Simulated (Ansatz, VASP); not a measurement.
**Two plane-wave programs on Si2WC3**

```
Si W C
1.0
     3.01515    0.00000    0.00000
    -1.50758    2.61120    0.00000
     0.00000    0.00000    8.09027
Si W C
2 1 3
Direct
  0.00000 0.00000 0.89798
  0.33333 0.66667 0.58320
  0.00000 0.00000 0.20314
  0.33333 0.66667 0.00301
  0.00000 0.00000 0.67061
  0.33333 0.66667 0.35707
```

Alike in both runs: functional PBE; k mesh 6 × 6 × 2; occupations gaussian, width 0.2 eV; no spin polarisation.

Ansatz relaxed the structure, and its values are those at the end. VASP's run is a single point on that final structure, the one shown.

|  | VASP | Ansatz |
| --- | --- | --- |
| version | VASP 6.6.1 | Ansatz 0.2.0 |
| potentials or method | VASP PAW PBE potentials, release 64 (Si, W_sv, C), cutoff 520 eV | scalar-relativistic, plane waves, PAW |
| valence electrons in the cell | 34 | 34 |

|  | VASP | Ansatz | Ansatz less VASP |
| --- | --- | --- | --- |
| gap on the k mesh at the Fermi level (eV) | 0.77 | 0.77 | +0.003 |
| least direct gap on the mesh (eV) | 1.49 | 1.49 | +0.003 |
| pressure (GPa) | 0.0 | -0.2 | -0.24 |
| rms of the force components (eV/Å) | 0.015 | 0.002 | -0.0135 |

Spin-orbit coupling is off throughout.
